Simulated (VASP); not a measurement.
# Si (Fd-3m) in VASP: settings compared

Si is run at these levels: PBE, LDA; tasks: single point.

All numbers are computed with VASP 6.6.1; they aren't measurements. Logs are shortened: lines on timing, memory, paths and dates and some standing lists are left out, and cuts for length are marked.

**1. The cell of the first run**

The structure is cubic, space group Fd-3m (No. 227). The conventional cell has a = 5.444 Å, b = 5.444 Å, c = 5.444 Å, α = 90.00°, β = 90.00°, γ = 90.00°. Within 3.1 Å of Si (site symmetry -43m) lie 4 Si at 2.36 Å.

**2. Single point, PBE**

Input file INCAR:

```
SYSTEM = Si
PREC = Accurate ; ENCUT = 520
EDIFF = 1E-6 ; ISMEAR = 0
SIGMA = 0.01 ; LREAL = .FALSE.
LASPH = .TRUE. ; NELM = 80
ALGO = Normal ; ISIF = 2
LWAVE = .FALSE. ; LCHARG = .FALSE.
GGA = PE ; NBANDS = 11
```

Input file KPOINTS:

```
regular mesh
0
G
  7 7 7
  0 0 0
```

Input file POSCAR:

```
Si
1.0
    0.0000000000      2.7218510000      2.7218510000
    2.7218510000      0.0000000000      2.7218510000
    2.7218510000      2.7218510000      0.0000000000
Si
2
Direct
    0.2500000000      0.2500000000      0.2500000000
    0.0000000000      0.0000000000      0.0000000000
```

Potentials or basis: VASP PAW PBE potentials, release 64 (Si).

Run with:

```bash
> cat potpaw_PBE.64/Si/POTCAR > POTCAR
> mpirun -np 1 vasp_std > vasp.out
```

OUTCAR:

```text
SYSTEM = Si
   PREC = Accurate
   ENCUT = 520
   EDIFF = 1E-6
   ISMEAR = 0
   LREAL = .FALSE.
   LASPH = .TRUE.
   NELM = 80
   ISIF = 2
   GGA = PE

 ion  position               nearest neighbor table
   1  0.250  0.250  0.250-   2 2.36   2 2.36   2 2.36   2 2.36
   2  0.000  0.000  0.000-   1 2.36   1 2.36   1 2.36   1 2.36

  LATTYP: Found a face centered cubic cell.
 ALAT       =     5.4437020000

  Lattice vectors:

 A1 = (   0.0000000000,   2.7218510000,   2.7218510000)
 A2 = (   2.7218510000,   0.0000000000,   2.7218510000)
 A3 = (   2.7218510000,   2.7218510000,   0.0000000000)

Analysis of symmetry for initial positions (statically):
=====================================================================
 Subroutine PRICEL returns:
 Original cell was already a primitive cell.

 Routine SETGRP: Setting up the symmetry group for a
 face centered cubic supercell.

 Subroutine GETGRP returns: Found 48 space group operations
 (whereof 24 operations were pure point group operations)
 out of a pool of 48 trial point group operations.

The static configuration has the point symmetry T_d .
 The point group associated with its full space group is O_h .

Analysis of symmetry for dynamics (positions and initial velocities):
=====================================================================
 Subroutine PRICEL returns:
 Original cell was already a primitive cell.

 Routine SETGRP: Setting up the symmetry group for a
 face centered cubic supercell.

 Subroutine GETGRP returns: Found 48 space group operations
 (whereof 24 operations were pure point group operations)
 out of a pool of 48 trial point group operations.

The dynamic configuration has the point symmetry T_d .
 The point group associated with its full space group is O_h .

 Subroutine INISYM returns: Found 48 space group operations
 (whereof 24 operations are pure point group operations),
 and found     1 'primitive' translations

----------------------------------------------------------------------------------------

                                     Primitive cell

  volume of cell :      40.3295

  direct lattice vectors                    reciprocal lattice vectors
     0.000000000  2.721851000  2.721851000    -0.183698520  0.183698520  0.183698520
     2.721851000  0.000000000  2.721851000     0.183698520 -0.183698520  0.183698520
     2.721851000  2.721851000  0.000000000     0.183698520  0.183698520 -0.183698520

  length of vectors
     3.849278599  3.849278599  3.849278599     0.318175170  0.318175170  0.318175170

  position of ions in fractional coordinates (direct lattice)
     0.250000000  0.250000000  0.250000000
     0.000000000  0.000000000  0.000000000

  ion indices of the primitive-cell ions
   primitive index   ion index
                 1           1
                 2           2

----------------------------------------------------------------------------------------

 KPOINTS: regular mesh

Automatic generation of k-mesh.
 Grid dimensions read from file:
 generate k-points for:    7    7    7

 Generating k-lattice:

  Cartesian coordinates                     Fractional coordinates (reciprocal lattice)
    -0.026242646  0.026242646  0.026242646     0.142857143  0.000000000  0.000000000
     0.026242646 -0.026242646  0.026242646     0.000000000  0.142857143  0.000000000
     0.026242646  0.026242646 -0.026242646     0.000000000  0.000000000  0.142857143

  Length of vectors
     0.045453596  0.045453596  0.045453596

  Shift w.r.t. Gamma in fractional coordinates (k-lattice)
     0.000000000  0.000000000  0.000000000

 Subroutine IBZKPT returns following result:
 ===========================================

 Found     20 irreducible k-points:

 Following reciprocal coordinates:
            Coordinates               Weight
  0.000000  0.000000  0.000000      1.000000
  0.142857  0.000000  0.000000      8.000000
  0.285714  0.000000  0.000000      8.000000
  0.428571  0.000000  0.000000      8.000000
  0.142857  0.142857  0.000000      6.000000
  0.285714  0.142857  0.000000     24.000000
[... 12 lines left out ...]
 -0.428571  0.428571  0.142857     24.000000
 -0.285714  0.428571  0.142857     24.000000
   k-points           NKPTS =     20   k-points in BZ     NKDIM =     20   number of bands    NBANDS=     11
   number of dos      NEDOS =    301   number of ions     NIONS =      2
   total plane-waves  NPLWV =  27000
   dimension x,y,z NGX =    30 NGY =   30 NGZ =   30
   dimension x,y,z NGXF=    60 NGYF=   60 NGZF=   60
   ions per type =               2
   NGX,Y,Z   is equivalent  to a cutoff of  12.96, 12.96, 12.96 a.u.
   NGXF,Y,Z  is equivalent  to a cutoff of  25.91, 25.91, 25.91 a.u.
 SYSTEM =  Si
   PREC   = accura    normal or accurate (medium, high low for compatibility)
   ISTART =      0    job   : 0-new  1-cont  2-samecut
   ICHARG =      2    charge: 1-file 2-atom 10-const
   ISPIN  =      1    spin polarized calculation?
   LNONCOLLINEAR =      F non collinear calculations
   LSORBIT =      F    spin-orbit coupling
   LASPH  =      T    aspherical Exc in radial PAW
   ENCUT  =  520.0 eV  38.22 Ry    6.18 a.u.   7.16  7.16  7.16*2*pi/ulx,y,z
   NELM   =     80;   NELMIN=  2; NELMDL= -5     # of ELM steps
   EDIFF  = 0.1E-05   stopping-criterion for ELM
   LREAL  =      F    real-space projection
[... 7 lines left out ...]
   TEBEG  =    0.0;   TEEND  =   0.0 temperature during run
   PSTRESS=    0.0 pullay stress
   NELECT =       8.0000    total number of electrons
   NUPDOWN=      -1.0000    fix difference up-down
   EMIN   =  10.00;   EMAX   =-10.00  energy-range for DOS
   EFERMI =   0.00;   METHOD = LEGACY
   ISMEAR =     0;   SIGMA  =   0.01  broadening in eV -4-tet -1-fermi 0-gaus
   EFERMI_NEDOS =   21; number of points for ismear=-14 and -15
   IALGO  =     38    algorithm
   IMIX   =      4    mixing-type and parameters
     AMIX     =   0.40;   BMIX     =  1.00
     AMIX_MAG =   1.60;   BMIX_MAG =  1.00
  volume/ion in A,a.u.               =      20.16       136.08
  Fermi-wavevector in a.u.,A,eV,Ry     =   0.954766  1.804247 12.402785  0.911579
  Thomas-Fermi vector in A             =   2.083543
   LORBIT       =      0    0 simple, 1 ext, 2 COOP (PROOUT), +10 PAW based schemes
   GGA     = PE    functional components
   LHFCALC =     F    Hartree Fock is set to
   AEXX    =    0.0000 exact exchange contribution
   IVDW    =     0    specifies the selected vdW correction
   LEPSILON=     F    determine dielectric tensor
   LRPA    =     F    only Hartree local field effects (RPA)
 non-spin polarized calculation
 Gauss-broadening in eV      SIGMA  =   0.01
  energy-cutoff  :      520.00
  volume of cell :       40.33
 maximum number of plane-waves:      1096
 NGX is ok and might be reduce to    30
   NGX = 15   NGY = 15   NGZ = 15

 number of electron       8.0000001 magnetization

 Free energy of the ion-electron system (eV)
  ---------------------------------------------------
  ext. energy  EPLUGINS =         0.00000000
  ---------------------------------------------------
  free energy    TOTEN  =       -10.83836227 eV

  energy without entropy =      -10.83836227  energy(sigma->0) =      -10.83836227

 E-fermi :   5.8320     XC(G=0):  -9.3791

 val. band max:        5.7568390867   @ k =   0.0000   0.0000   0.0000
 cond. band min:       6.3424184630   @ k =   0.4286   0.4286   0.0000
 fundamental gap:      0.5855793763
 Fermi energy:         5.8319726170

 k-point     1 :       0.0000    0.0000    0.0000
  band No.  band energies     occupation
      1      -6.1520      2.00000
      2       5.7568      2.00000
      3       5.7568      2.00000
      4       5.7568      2.00000
      5       8.3183      0.00000
      6       8.3183      0.00000
      7       8.3183      0.00000
      8       9.0482      0.00000
      9      13.4716      0.00000
     10      13.4716      0.00000
     11      13.6877      0.00000

 k-point     2 :       0.1429    0.0000    0.0000
  band No.  band energies     occupation
      1      -5.8875      2.00000
      2       3.8304      2.00000
      3       5.4025      2.00000
      4       5.4025      2.00000
      5       8.1778      0.00000
      6       8.8362      0.00000
      7       8.8362      0.00000
      8      10.7254      0.00000
      9      12.9164      0.00000
     10      12.9164      0.00000
     11      14.6413      0.00000

 k-point     3 :       0.2857    0.0000    0.0000
  band No.  band energies     occupation
      1      -5.1255      2.00000
      2       1.2227      2.00000
      3       4.8898      2.00000
      4       4.8898      2.00000
      5       7.6390      0.00000
      6       9.2886      0.00000
      7       9.2886      0.00000
      8      13.1707      0.00000
      9      13.2061      0.00000
     10      13.2061      0.00000
     11      14.6344      0.00000

 k-point     4 :       0.4286    0.0000    0.0000
  band No.  band energies     occupation
      1      -4.0918      2.00000
      2      -0.7974      2.00000
      3       4.6025      2.00000
      4       4.6025      2.00000
      5       7.3135      0.00000
      6       9.1392      0.00000
      7       9.1392      0.00000
      8      13.5366      0.00000
      9      15.2164      0.00000
     10      15.2164      0.00000
     11      16.2660      0.00000

 k-point     5 :       0.1429    0.1429    0.0000
  band No.  band energies     occupation
      1      -5.7980      2.00000
      2       4.1218      2.00000
      3       4.7923      2.00000
      4       4.7923      2.00000
      5       7.6407      0.00000
      6       9.7154      0.00000
      7       9.7154      0.00000
      8      10.1450      0.00000
      9      12.2030      0.00000
     10      13.8649      0.00000
     11      15.0594      0.00000
[... 155 lines left out ...]
 k-point    17 :       0.4286    0.2857    0.1429
  band No.  band energies     occupation
      1      -4.4460      2.00000
      2       0.8711      2.00000
      3       2.6651      2.00000
      4       3.9821      2.00000
      5       8.3389      0.00000
      6       9.5874      0.00000
      7       9.8864      0.00000
      8      11.8793      0.00000
      9      13.9841      0.00000
     10      16.6987      0.00000
     11      17.1176      0.00000

 k-point    18 :      -0.4286    0.2857    0.1429
  band No.  band energies     occupation
      1      -3.4103      2.00000
      2      -0.6527      2.00000
      3       2.0948      2.00000
      4       3.4490      2.00000
      5       8.8226      0.00000
      6       9.2347      0.00000
      7      11.2137      0.00000
      8      12.3309      0.00000
      9      14.0662      0.00000
     10      15.7144      0.00000
     11      17.9219      0.00000

 k-point    19 :      -0.4286    0.4286    0.1429
  band No.  band energies     occupation
      1      -2.8715      2.00000
      2      -0.9727      2.00000
      3       2.1849      2.00000
      4       2.5939      2.00000
      5       7.9702      0.00000
      6       8.3382      0.00000
      7      11.8905      0.00000
      8      14.3976      0.00000
      9      14.8685      0.00000
     10      16.7753      0.00000
     11      18.1796      0.00000

 k-point    20 :      -0.2857    0.4286    0.1429
  band No.  band energies     occupation
      1      -2.4376      2.00000
      2      -1.3676      2.00000
      3       1.5500      2.00000
      4       2.6851      2.00000
      5       8.4949      0.00000
      6      10.5921      0.00000
      7      11.3847      0.00000
      8      11.5283      0.00000
      9      14.8000      0.00000
     10      15.9674      0.00000
     11      18.9059      0.00000

------------------------ aborting loop because EDIFF is reached ----------------------------------------

  FORCE on cell =-STRESS in cart. coord.  units (eV):
  Direction    XX          YY          ZZ          XY          YZ          ZX
  --------------------------------------------------------------------------------------
  -------------------------------------------------------------------------------------
  Total        0.3225627      0.3225627      0.3225627      0.0000000      0.0000000     -0.0000000
  in kB       12.8145024     12.8145024     12.8145024      0.0000000      0.0000000     -0.0000000
  external PRESSURE =      12.8145024 kB  Pullay stress =       0.0000000 kB

 VOLUME and BASIS-vectors are now :
 -----------------------------------------------------------------------------
  energy-cutoff  :      520.00
  volume of cell :       40.33
      direct lattice vectors                 reciprocal lattice vectors
     0.000000000  2.721851000  2.721851000    -0.183698520  0.183698520  0.183698520
     2.721851000  0.000000000  2.721851000     0.183698520 -0.183698520  0.183698520
     2.721851000  2.721851000  0.000000000     0.183698520  0.183698520 -0.183698520

 POSITION                                       TOTAL-FORCE (eV/Angst)
 -----------------------------------------------------------------------------------
      1.36093      1.36093      1.36093        -0.000000     -0.000000     -0.000000
      0.00000      0.00000      0.00000         0.000000      0.000000      0.000000
 -----------------------------------------------------------------------------------
    total drift:                               -0.000000     -0.000000     -0.000000

  FREE ENERGIE OF THE ION-ELECTRON SYSTEM (eV)
  ---------------------------------------------------
  free  energy   TOTEN  =       -10.8383622700 eV

  energy  without entropy=      -10.8383622700  energy(sigma->0) =      -10.83836227
```

Wall time 7.9 s (1 thread of Intel Xeon Platinum 8259CL at 2.50GHz (Skylake/Cascade Lake), shared host); peak memory 0.15 GiB.

What came out:

| Item | Value |
| --- | --- |
| Free energy | -10.8384 eV |
| Pressure | 1.3 GPa |
| Band gap on the k mesh | 0.59 eV, indirect (least direct gap 2.56 eV) |

**3. Single point, LDA**

Input file INCAR:

```
ALGO = Normal
EDIFF = 1E-6
ENCUT = 500
GGA_COMPAT = False
ISIF = 2
ISMEAR = 0
LASPH = True
LCHARG = False
LREAL = False
LWAVE = False
NBANDS = 11
NELM = 120
PREC = Accurate
SIGMA = 0.01
```

Input file KPOINTS:

```
k-points
0
Gamma
  7 7 7
```

POSCAR is that of step 2.

Potentials or basis: VASP PAW LDA potentials, release 64 (Si).

Run with:

```bash
> cat potpaw_LDA.64/Si/POTCAR > POTCAR
> mpirun -np 1 vasp_std > vasp.out
```

It took 5.3 s on 1 thread of Intel Xeon Platinum 8559C (Emerald Rapids), shared host; peak memory 0.13 GiB.

The run converged. Its results:

```yaml
Free_energy: -11.9037 eV
Pressure: -2.1 GPa
Band_gap_on_the_k_mesh: 0.48 eV, indirect (least direct gap 2.52 eV)
```

Levels at points of the mesh, in eV from the valence-band top:
```csv
k point,band 1,band 2,band 3,band 4,band 5,band 6,band 7,band 8
"(0.00, 0.00, 0.00)",-11.91,0.00,0.00,0.00,2.52,2.52,2.52,3.13
```

A k mesh can miss the band edges. Expect the measured gap to be larger: semilocal functionals such as LDA lack the derivative discontinuity.

[end of part 1 of 2]
